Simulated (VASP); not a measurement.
## Ti: single point with LDA

The system is Ti.

```xyz
1
Lattice="2.5069 0.0000 0.0000 0.0000 2.5069 0.0000 0.0000 0.0000 2.5069" Properties=species:S:1:pos:R:3 pbc="T T T"
Ti    0.0000    0.0000    0.0000
```

This cell differs from its parent crystal: volume scaled by 0.95.

```
Program                : VASP 6.6.1
Task                   : single point
Functional             : LDA
Potentials or basis    : VASP PAW LDA potentials, release 64 (Ti_sv)
Cutoff                 : 520 eV
k mesh                 : 15 × 15 × 15
Occupations            : fermi-dirac, width 0.05 eV
Spin                   : no spin polarisation
Dipole correction      : no
Further INCAR settings : ALGO = Normal; EDIFF = 1e-07; NBANDS = 12
```

```
Pressure               : 5.2 GPa
Band gap on the k mesh : zero (band 6 reaches 9.62 eV, above the bottom of band 7 at 7.30 eV)
```

Levels at points of the mesh, in eV from the Fermi level:
| k point | band 3 | band 4 | band 5 | band 6 | band 7 | band 8 | band 9 | band 10 |
| --- | --- | --- | --- | --- | --- | --- | --- | --- |
| (0.00, 0.00, 0.00) | -31.60 | -31.60 | -5.91 | -1.63 | -1.63 | 4.62 | 4.62 | 4.62 |

It took 35 s on 1 thread of AMD EPYC 7R43 64-Core Processor (Zen 3), with other jobs on the host, peak memory 0.1 GiB.
